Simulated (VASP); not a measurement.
Runs of VASP 6.6.1 on Ti. The structure is that of space group I4_1/amd (No. 141), or close to it. The cells are those of the table. 

```tsv
task	level	cell	cutoff (eV)	smearing	gap on the mesh (eV)	pressure (GPa)
relaxation of shape and atoms at fixed volume	PBE	relaxed from a = 2.911 Å, angles 97.8, 97.8, 136.7°, 2 atoms	600	fermi-dirac 0.1 eV	none	306.0
single point	PBE	a = 3.799 Å, angles 97.8, 97.8, 136.7°, 2 atoms	520	fermi-dirac 0.1 eV	none	-0.1
single point	RPBE	a = 3.731 Å, angles 97.9, 97.9, 136.5°, 2 atoms	520	methfessel-paxton 0.005 eV	none	8.2
relaxation of shape and atoms at fixed volume	PBE	relaxed from a = 2.799 Å, angles 97.8, 97.8, 136.7°, 2 atoms	600	fermi-dirac 0.1 eV	none	446.2
single point	PBE	a = 3.587 Å, angles 98.1, 98.1, 136.0°, 2 atoms	520	fermi-dirac 0.1 eV	none	(a)
relaxation of shape and atoms at fixed volume	PBE	relaxed from a = 3.113 Å, angles 97.8, 97.8, 136.7°, 2 atoms	600	fermi-dirac 0.1 eV	none	157.2
```

Alike in all rows: potentials or basis VASP PAW PBE potentials, release 64 (Ti_sv); no spin polarisation; k mesh 15 × 15 × 15.

Problem. Fill in the values left out.

Solution. (a) 19.6.

Caveats: atoms lie so close that the PAW spheres overlap strongly, which falsifies energies and pressures (at least some runs); the cell stands under pressure (at least some runs); the PAW data sets were made with another functional, which shifts forces and pressure a little (at least some runs).

A gap of «none» marks levels without a gap at the run's occupations.
